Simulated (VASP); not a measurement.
## ZrB: single point with LDA

Crystal: ZrB.

```
Zr B
1.0
     0.00000    2.41539    2.59243
     2.47166    0.00000    2.59243
     2.47166    2.41539    0.00000
Zr B
1 1
Direct
  0.00000 0.00000 0.00000
  0.50000 0.50000 0.50000
```

This cell differs from its parent crystal: normal strain along x +0.0233, normal strain along z +0.0733.

- Program: VASP 6.6.1
- Task: single point
- Functional: LDA
- Potentials or basis: VASP PAW LDA potentials, release 64 (Zr_sv, B)
- Cutoff: 520 eV
- k mesh: 16 × 16 × 16
- Occupations: gaussian, width 0.15 eV
- Spin: no spin polarisation

- Pressure: -12.6 GPa
- Band gap on the k mesh: zero (an odd number of electrons rules out a gap without spin polarisation)

Stress tensor (GPa, compression positive):
```
-11.15   0.00   0.00
  0.00  -5.20   0.00
  0.00   0.00 -21.48
```

Levels at points of the mesh, in eV from the Fermi level:
```tsv
k point	band 5	band 6	band 7	band 8	band 9	band 10	band 11	band 12
(0.00, 0.00, 0.00)	-7.81	1.30	1.73	1.92	2.61	3.17	3.21	3.35
(0.50, 0.00, 0.00)	-4.10	-3.67	-1.19	-1.05	4.34	4.67	5.72	7.30
(0.50, 0.50, 0.00)	-5.94	-1.16	-0.67	2.16	2.22	4.25	5.23	5.37
(0.50, 0.00, 0.50)	-5.84	-0.73	-0.50	1.73	1.80	4.29	5.09	5.54
(0.00, 0.50, 0.50)	-5.87	-0.74	-0.69	1.85	1.99	4.20	5.02	5.61
```

It took 4.8 min on 1 thread of Intel(R) Xeon(R) Platinum 8488C (Sapphire Rapids) (shared host), peak memory 0.37 GiB.

Caveat: the cell differs from its parent crystal (normal strain along x +0.0233, normal strain along z +0.0733); the cell stands under tension.
